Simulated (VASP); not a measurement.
# Si3Mo (P-6m2) in VASP: further runs

Si3Mo is run at these levels: PBE; tasks: single point.

Everything below comes from runs of VASP 6.6.1. Logs are shortened: lines on timing, memory, paths and dates and some standing lists are left out, and cuts for length are marked.

### 1 The cell of the first run

It takes space group P-6m2 (No. 187, hexagonal). The conventional cell has a = 2.987 Å, b = 2.987 Å, c = 7.721 Å, α = 90.00°, β = 90.00°, γ = 120.00°. Si (site symmetry -6m2) has 12 Si at 2.61 to 2.99 Å within 3.4 Å. Si (site symmetry 3m) has 3 Mo at 2.57 Å and 9 Si at 2.61 to 2.99 Å within 3.4 Å. Mo (site symmetry -6m2) has 6 Si at 2.57 Å and 6 Mo at 2.99 Å within 3.4 Å.

### 2 Single point, PBE, collinear spin, ferromagnetic start

The input, INCAR:

```
ALGO = Normal ; EDIFF = 1E-7
ENCUT = 520 ; GGA = PE
ISIF = 2 ; ISMEAR = 0
ISPIN = 2 ; LASPH = T
LCHARG = F ; LMAXMIX = 4
LORBIT = 11 ; LREAL = F
LWAVE = F ; MAGMOM = 0 0 0 1
NBANDS = 25 ; NELM = 150
PREC = Accurate ; SIGMA = 0.1
```

The input, KPOINTS:

```
k-points
0
Gamma
  6 6 2
```

The input, POSCAR:

```
Si3Mo
1.0
    2.9871500215      0.0000000000      0.0000000000
   -1.4935750107      2.5869478035      0.0000000000
    0.0000000000      0.0000000000      7.7211472234
Si Mo
3 1
Direct
    0.0000000000      0.0000000000      0.0000000000
    0.3333333333      0.6666666667      0.7465061334
    0.3333333333      0.6666666667      0.2534938666
    0.0000000000      0.0000000000      0.5000000000
```

Potentials or basis: VASP PAW PBE potentials, release 64 (Si, Mo_sv).

Command:

```console
$ cat potpaw_PBE.64/Si/POTCAR potpaw_PBE.64/Mo_sv/POTCAR > POTCAR
$ mpirun -np 1 vasp_std > vasp.out
```

OUTCAR:

```text
EDIFF = 1E-7
   ENCUT = 520
   GGA = PE
   ISIF = 2
   ISMEAR = 0
   ISPIN = 2
   LASPH = T
   LORBIT = 11
   LREAL = F
   NELM = 150
   PREC = Accurate

 ion  position               nearest neighbor table
   1  0.000  0.000  0.000-   2 2.61   3 2.61   2 2.61   3 2.61   2 2.61   3 2.61
   2  0.333  0.667  0.747-   4 2.57   4 2.57   4 2.57   1 2.61   1 2.61   1 2.61
   3  0.333  0.667  0.253-   4 2.57   4 2.57   4 2.57   1 2.61   1 2.61   1 2.61
   4  0.000  0.000  0.500-   2 2.57   3 2.57   2 2.57   3 2.57   2 2.57   3 2.57

  LATTYP: Found a hexagonal cell.
 ALAT       =     2.9871500215
 C/A-ratio  =     2.5847872279

  Lattice vectors:

 A1 = (   2.9871500215,   0.0000000000,   0.0000000000)
 A2 = (  -1.4935750107,   2.5869478035,   0.0000000000)
 A3 = (   0.0000000000,   0.0000000000,   7.7211472234)

Analysis of symmetry for initial positions (statically):
=====================================================================
 Subroutine PRICEL returns:
 Original cell was already a primitive cell.

 Routine SETGRP: Setting up the symmetry group for a
 hexagonal supercell.

 Subroutine GETGRP returns: Found 12 space group operations
 (whereof 12 operations were pure point group operations)
 out of a pool of 24 trial point group operations.

The static configuration has the point symmetry D_3h.

Analysis of symmetry for dynamics (positions and initial velocities):
=====================================================================
 Subroutine PRICEL returns:
 Original cell was already a primitive cell.

 Routine SETGRP: Setting up the symmetry group for a
 hexagonal supercell.

 Subroutine GETGRP returns: Found 12 space group operations
 (whereof 12 operations were pure point group operations)
 out of a pool of 24 trial point group operations.

The dynamic configuration has the point symmetry D_3h.

Analysis of structural, dynamic, and magnetic symmetry:
=====================================================================
 Subroutine PRICEL returns:
 Original cell was already a primitive cell.

 Routine SETGRP: Setting up the symmetry group for a
 hexagonal supercell.

 Subroutine GETGRP returns: Found 12 space group operations
 (whereof 12 operations were pure point group operations)
 out of a pool of 24 trial point group operations.

The overall configuration has the point symmetry D_3h.

 Subroutine INISYM returns: Found 12 space group operations
 (whereof 12 operations are pure point group operations),
 and found     1 'primitive' translations

----------------------------------------------------------------------------------------

                                     Primitive cell

  volume of cell :      59.6659

  direct lattice vectors                    reciprocal lattice vectors
     2.987150022  0.000000000  0.000000000     0.334767251  0.193277962  0.000000000
    -1.493575011  2.586947804  0.000000000     0.000000000  0.386555925  0.000000000
     0.000000000  0.000000000  7.721147223     0.000000000  0.000000000  0.129514432

  length of vectors
     2.987150022  2.987150021  7.721147223     0.386555925  0.386555925  0.129514432

  position of ions in fractional coordinates (direct lattice)
     0.000000000  0.000000000  0.000000000
     0.333333333  0.666666667  0.746506133
     0.333333333  0.666666667  0.253493867
     0.000000000  0.000000000  0.500000000

  ion indices of the primitive-cell ions
   primitive index   ion index
                 1           1
                 2           2
                 3           3
                 4           4

----------------------------------------------------------------------------------------

 KPOINTS: k-points

Automatic generation of k-mesh.
 Grid dimensions read from file:
 generate k-points for:    6    6    2

 Generating k-lattice:

  Cartesian coordinates                     Fractional coordinates (reciprocal lattice)
     0.055794542  0.032212994  0.000000000     0.166666667  0.000000000  0.000000000
     0.000000000  0.064425987  0.000000000     0.000000000  0.166666667  0.000000000
     0.000000000  0.000000000  0.064757216     0.000000000  0.000000000  0.500000000

  Length of vectors
     0.064425987  0.064425987  0.064757216

  Shift w.r.t. Gamma in fractional coordinates (k-lattice)
     0.000000000  0.000000000  0.000000000

 Subroutine IBZKPT returns following result:
 ===========================================

 Found     14 irreducible k-points:

 Following reciprocal coordinates:
            Coordinates               Weight
  0.000000  0.000000  0.000000      1.000000
  0.166667 -0.000000  0.000000      6.000000
  0.333333 -0.000000  0.000000      6.000000
  0.500000 -0.000000  0.000000      3.000000
  0.166667  0.166667  0.000000      6.000000
  0.333333  0.166667  0.000000     12.000000
  0.333333  0.333333  0.000000      2.000000
  0.000000  0.000000  0.500000      1.000000
  0.166667 -0.000000  0.500000      6.000000
  0.333333 -0.000000  0.500000      6.000000
  0.500000 -0.000000  0.500000      3.000000
  0.166667  0.166667  0.500000      6.000000
  0.333333  0.166667  0.500000     12.000000
  0.333333  0.333333  0.500000      2.000000
   k-points           NKPTS =     14   k-points in BZ     NKDIM =     14   number of bands    NBANDS=     25
   number of dos      NEDOS =    301   number of ions     NIONS =      4
   total plane-waves  NPLWV =  34560
   dimension x,y,z NGX =    24 NGY =   24 NGZ =   60
   dimension x,y,z NGXF=    48 NGYF=   48 NGZF=  120
   ions per type =               3   1
   NGX,Y,Z   is equivalent  to a cutoff of  13.36, 13.36, 12.92 a.u.
   NGXF,Y,Z  is equivalent  to a cutoff of  26.71, 26.71, 25.84 a.u.
 SYSTEM =  unknown system
   PREC   = accura    normal or accurate (medium, high low for compatibility)
   ISTART =      0    job   : 0-new  1-cont  2-samecut
   ICHARG =      2    charge: 1-file 2-atom 10-const
   ISPIN  =      2    spin polarized calculation?
   LNONCOLLINEAR =      F non collinear calculations
   LSORBIT =      F    spin-orbit coupling
   LASPH  =      T    aspherical Exc in radial PAW
   ENCUT  =  520.0 eV  38.22 Ry    6.18 a.u.   5.55  5.55 14.36*2*pi/ulx,y,z
   NELM   =    150;   NELMIN=  2; NELMDL= -5     # of ELM steps
   EDIFF  = 0.1E-06   stopping-criterion for ELM
   LREAL  =      F    real-space projection
   EDIFFG = 0.1E-05   stopping-criterion for IOM
   NSW    =      0    number of steps for IOM
   IBRION =     -1    ionic relax: 0-MD 1-quasi-New 2-CG
   NFREE  =      0    steps in history (QN), initial steepest desc. (CG)
   ISIF   =      2    stress and relaxation
   ISYM   =      2    0-nonsym 1-usesym 2-fastsym
   POTIM  = 0.5000    time-step for ionic-motion
   TEBEG  =    0.0;   TEEND  =   0.0 temperature during run
   PSTRESS=    0.0 pullay stress
   NELECT =      26.0000    total number of electrons
   NUPDOWN=      -1.0000    fix difference up-down
   EMIN   =  10.00;   EMAX   =-10.00  energy-range for DOS
   EFERMI =   0.00;   METHOD = LEGACY
   ISMEAR =     0;   SIGMA  =   0.10  broadening in eV -4-tet -1-fermi 0-gaus
   EFERMI_NEDOS =   21; number of points for ismear=-14 and -15
   IALGO  =     38    algorithm
   IMIX   =      4    mixing-type and parameters
     AMIX     =   0.40;   BMIX     =  1.00
     AMIX_MAG =   1.60;   BMIX_MAG =  1.00
  volume/ion in A,a.u.               =      14.92       100.66
  Fermi-wavevector in a.u.,A,eV,Ry     =   1.241149  2.345431 20.959091  1.540450
  Thomas-Fermi vector in A             =   2.375559
   LORBIT       =     11    0 simple, 1 ext, 2 COOP (PROOUT), +10 PAW based schemes
   GGA     = PE    functional components
   LHFCALC =     F    Hartree Fock is set to
   AEXX    =    0.0000 exact exchange contribution
   IVDW    =     0    specifies the selected vdW correction
   LEPSILON=     F    determine dielectric tensor
   LRPA    =     F    only Hartree local field effects (RPA)
 spin polarized calculation
 Gauss-broadening in eV      SIGMA  =   0.10
  energy-cutoff  :      520.00
  volume of cell :       59.67
 maximum number of plane-waves:      1637
 NGX is ok and might be reduce to    24
   NGX = 11   NGY = 11   NGZ = 29

 number of electron      26.0000000 magnetization      -0.0000592

 number of electron      26.0000000 magnetization       0.0001289

 Free energy of the ion-electron system (eV)
  ---------------------------------------------------
  ext. energy  EPLUGINS =         0.00000000
  ---------------------------------------------------
  free energy    TOTEN  =       -26.36896571 eV

  energy without entropy =      -26.35520917  energy(sigma->0) =      -26.36208744

 E-fermi :  10.3165     XC(G=0): -11.6829

 val. band max:       10.2946418336   @ k =   0.3333   0.1667   0.5000
 cond. band min:      10.4977547938   @ k =   0.3333   0.3333   0.5000
 fundamental gap:      0.2031129603
 Fermi energy:        10.3164856660

 spin component 1

 k-point     1 :       0.0000    0.0000    0.0000
  band No.  band energies     occupation
      1     -50.2338      1.00000
      2     -24.4628      1.00000
      3     -24.0192      1.00000
      4     -24.0192      1.00000
      5      -2.9990      1.00000
      6      -0.5620      1.00000
[... 381 lines left out ...]
     24      21.9232      0.00000
     25      23.0180      0.00000
 Fermi energy:        10.3164856660

 spin component 2

 k-point     1 :       0.0000    0.0000    0.0000
  band No.  band energies     occupation
      1     -50.2338      1.00000
      2     -24.4628      1.00000
      3     -24.0191      1.00000
      4     -24.0191      1.00000
      5      -2.9990      1.00000
      6      -0.5619      1.00000
[... 381 lines left out ...]
     24      21.9233      0.00000
     25      23.0204      0.00000

------------------------ aborting loop because EDIFF is reached ----------------------------------------

  FORCE on cell =-STRESS in cart. coord.  units (eV):
  Direction    XX          YY          ZZ          XY          YZ          ZX
  --------------------------------------------------------------------------------------
  -------------------------------------------------------------------------------------
  Total        0.0511123      0.0511123     -0.0133687      0.0000000      0.0000000      0.0000000
  in kB        1.3724910      1.3724910     -0.3589836      0.0000000      0.0000000      0.0000000
  external PRESSURE =       0.7953328 kB  Pullay stress =       0.0000000 kB

 VOLUME and BASIS-vectors are now :
 -----------------------------------------------------------------------------
  energy-cutoff  :      520.00
  volume of cell :       59.67
      direct lattice vectors                 reciprocal lattice vectors
     2.987150022  0.000000000  0.000000000     0.334767251  0.193277962  0.000000000
    -1.493575011  2.586947804  0.000000000     0.000000000  0.386555925  0.000000000
     0.000000000  0.000000000  7.721147223     0.000000000  0.000000000  0.129514432

 POSITION                                       TOTAL-FORCE (eV/Angst)
 -----------------------------------------------------------------------------------
      0.00000      0.00000      0.00000        -0.000000     -0.000000     -0.000000
     -0.00000      1.72463      5.76388         0.000000     -0.000000      0.038800
     -0.00000      1.72463      1.95726         0.000000      0.000000     -0.038800
      0.00000      0.00000      3.86057        -0.000000      0.000000     -0.000000
 -----------------------------------------------------------------------------------
    total drift:                                0.000000     -0.000000      0.000000

  FREE ENERGIE OF THE ION-ELECTRON SYSTEM (eV)
  ---------------------------------------------------
  free  energy   TOTEN  =       -26.3689657075 eV

  energy  without entropy=      -26.3552091661  energy(sigma->0) =      -26.36208744

 total charge

# of ion       s       p       d       tot
------------------------------------------
    1        0.860   0.683   0.000   1.543
    2        0.793   0.812   0.000   1.604
    3        0.793   0.812   0.000   1.604
    4        2.296   6.173   4.098  12.567
--------------------------------------------------
tot          4.741   8.479   4.098  17.318

 magnetization (x)

# of ion       s       p       d       tot
------------------------------------------
    1        0.000  -0.000   0.000   0.000
    2       -0.000  -0.000   0.000  -0.000
    3       -0.000  -0.000   0.000  -0.000
    4        0.000   0.000   0.000   0.000
--------------------------------------------------
tot          0.000   0.000   0.000   0.000
```

Run time: 38 s. Hardware: 1 thread of Intel Xeon Platinum 8259CL at 2.50GHz (Skylake/Cascade Lake), shared host; peak memory 0.21 GiB.

What came out:

| Property | Result |
| --- | --- |
| Free energy | -26.3690 eV |
| Pressure | 0.1 GPa |
| Largest force | 0.039 eV/Å |
| Band gap on the k mesh | zero (filled and empty bands overlap) |
| Net moment | 0.00 μB per cell |
| Valence electrons inside the program's atomic spheres | Si 1.54, 1.60; Mo 12.57 |

Forces on the atoms (eV/Å):
```
Si   0.000  0.000  0.000
Si   0.000  0.000  0.039
Si   0.000  0.000 -0.039
Mo   0.000  0.000  0.000
```

Caveat: the k points lie up to 0.41 Å⁻¹ apart.

### 3 Single point, PBE

The input, INCAR:

```
ALGO = Normal
EDIFF = 1E-7
ENCUT = 520
GGA = PE
ISIF = 2
ISMEAR = 0
LASPH = T
LCHARG = T
LELF = T
LREAL = F
LVHAR = T
LWAVE = F
NBANDS = 21
NELM = 100
PREC = Accurate
SIGMA = 0.1
```

The input, KPOINTS:

```
k-points
0
Gamma
  18 18 6
```

The input, POSCAR:

```
Si3Mo
1.0
    2.9821723059      0.0000000000      0.0000000000
   -1.4910861529      2.5826369754      0.0000000000
    0.0000000000      0.0000000000      7.7591060127
Si Mo
3 1
Direct
    0.0000000000      0.0000000000      0.0000000000
    0.3333333333      0.6666666667      0.7448526027
    0.3333333333      0.6666666667      0.2551473973
    0.0000000000      0.0000000000      0.5000000000
```

Potentials or basis: VASP PAW PBE potentials, release 64 (Si, Mo_sv).

Command:

```console
$ cat potpaw_PBE.64/Si/POTCAR potpaw_PBE.64/Mo_sv/POTCAR > POTCAR
$ mpirun -np 1 vasp_std > vasp.out
```

OUTCAR:

```text
EDIFF = 1E-7
   ENCUT = 520
   GGA = PE
   ISIF = 2
   ISMEAR = 0
   LASPH = T
   LREAL = F
   NELM = 100
   PREC = Accurate

 ion  position               nearest neighbor table
   1  0.000  0.000  0.000-   2 2.62   3 2.62   2 2.62   3 2.62   2 2.62   3 2.62
   2  0.333  0.667  0.745-   4 2.56   4 2.56   4 2.56   1 2.62   1 2.62   1 2.62
   3  0.333  0.667  0.255-   4 2.56   4 2.56   4 2.56   1 2.62   1 2.62   1 2.62
[... 779 lines left out ...]
  Direction    XX          YY          ZZ          XY          YZ          ZX
  --------------------------------------------------------------------------------------
  -------------------------------------------------------------------------------------
  Total        0.0336967      0.0336967      0.0308045      0.0000000     -0.0000000      0.0000000
  in kB        0.9034219      0.9034219      0.8258804      0.0000000     -0.0000000      0.0000000
  external PRESSURE =       0.8775747 kB  Pullay stress =       0.0000000 kB

 VOLUME and BASIS-vectors are now :
 -----------------------------------------------------------------------------
  energy-cutoff  :      520.00
  volume of cell :       59.76
      direct lattice vectors                 reciprocal lattice vectors
     2.982172306  0.000000000  0.000000000     0.335326030  0.193600574  0.000000000
    -1.491086153  2.582636975  0.000000000     0.000000000  0.387201147  0.000000000
     0.000000000  0.000000000  7.759106013     0.000000000  0.000000000  0.128880827

 POSITION                                       TOTAL-FORCE (eV/Angst)
 -----------------------------------------------------------------------------------
      0.00000      0.00000      0.00000         0.000000      0.000000      0.000000
     -0.00000      1.72176      5.77939        -0.000000      0.000000      0.018401
     -0.00000      1.72176      1.97972        -0.000000      0.000000     -0.018401
      0.00000      0.00000      3.87955         0.000000     -0.000000      0.000000
 -----------------------------------------------------------------------------------
    total drift:                                0.000000     -0.000000      0.000000

  FREE ENERGIE OF THE ION-ELECTRON SYSTEM (eV)
  ---------------------------------------------------
  free  energy   TOTEN  =       -26.3565471217 eV

  energy  without entropy=      -26.3437729848  energy(sigma->0) =      -26.35016005
```

Run time: 2.2 min. Hardware: 1 thread of Intel Xeon Platinum 8259CL at 2.50GHz (Skylake/Cascade Lake), shared host; peak memory 0.3 GiB.

What came out:

| Property | Result |
| --- | --- |
| Free energy | -26.3565 eV |
| Pressure | 0.1 GPa |
| Largest force | 0.018 eV/Å |
| Band gap on the k mesh | zero (band 13 reaches 11.05 eV, above the bottom of band 14 at 8.78 eV) |

Forces on the atoms (eV/Å):
```
Si   0.000  0.000  0.000
Si   0.000  0.000  0.018
Si   0.000  0.000 -0.018
Mo   0.000  0.000  0.000
```
